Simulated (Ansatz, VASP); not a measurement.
MgO2: VASP beside Ansatz

Contents of INCAR:

```
PREC = Accurate ; ENCUT = 520
EDIFF = 1E-6 ; ISMEAR = 0
SIGMA = 0.05 ; LREAL = F
LASPH = T ; NELM = 60
ALGO = Normal ; ISIF = 2
LWAVE = F ; LCHARG = F
GGA = PS ; NBANDS = 14
```

File KPOINTS:

```
Automatic mesh
0
Gamma
  12 12 12
```

The input POSCAR:

```
MgO2
1.0
    1.5646419906      0.9033464745      3.3192799312
   -1.5646419906      0.9033464745      3.3192799312
    0.0000000000     -1.8066929489      3.3192799312
Mg O
1 2
Direct
    0.0000000000      0.0000000000      0.0000000000
    0.4287860000      0.4287860000      0.4287860000
    0.5712140000      0.5712140000      0.5712140000
```

Input for Ansatz:

```yaml
crystal:
  lattice:
    - [1.5646419906, 0.9033464745, 3.3192799312]
    - [-1.5646419906, 0.9033464745, 3.3192799312]
    - [0.0, -1.8066929489, 3.3192799312]
  atoms:
    - { symbol: Mg, position: [0.0, 0.0, 0.0] }
    - { symbol: O, position: [0.428786, 0.428786, 0.428786] }
    - { symbol: O, position: [0.571214, 0.571214, 0.571214] }
basis:
  ecutwfc: 420
kpoints:
  mp_grid: { grid: [12, 12, 12] }
hamiltonian:
  xc: pbesol
scf:
  occupations: { method: gaussian, width: 0.05 }
output:
  forces: true
  stress: true
  eigenvalues: true
```

Change from the starting cell: strain -0.025 along x and y, -0.050 along z, atoms carried along.

Alike in both runs: task single point; functional PBEsol; k mesh 12 × 12 × 12; occupations gaussian, width 0.05 eV; no spin polarisation.

|  | VASP | Ansatz |
| --- | --- | --- |
| version | VASP 6.6.1 | Ansatz 0.2.0 |
| potentials or method | VASP PAW PBE potentials, release 64 (Mg, O), cutoff 520 eV | scalar-relativistic, plane waves, PAW |
| valence electrons in the cell | 14 | 22 |

|  | VASP | Ansatz | Ansatz less VASP |
| --- | --- | --- | --- |
| gap on the k mesh at the Fermi level (eV) | 3.26 | 3.29 | +0.028 |
| least direct gap on the mesh (eV) | 3.29 | 3.32 | +0.034 |
| pressure (GPa) | 12.5 | 12.4 | -0.10 |
| traceless stress, the component that is largest in VASP (GPa) | 14.35 | 12.76 | -1.590 |
| rms of the force components (eV/Å) | 0.597 | 0.475 | -0.1220 |

VASP's potentials were made for PBE, not for PBEsol. Atom by atom the forces differ by 0.122 eV/Å (rms over components). VASP's potentials hold 14 valence electrons a cell and Ansatz's 22, so a difference there can come from the potentials and not from the codes.
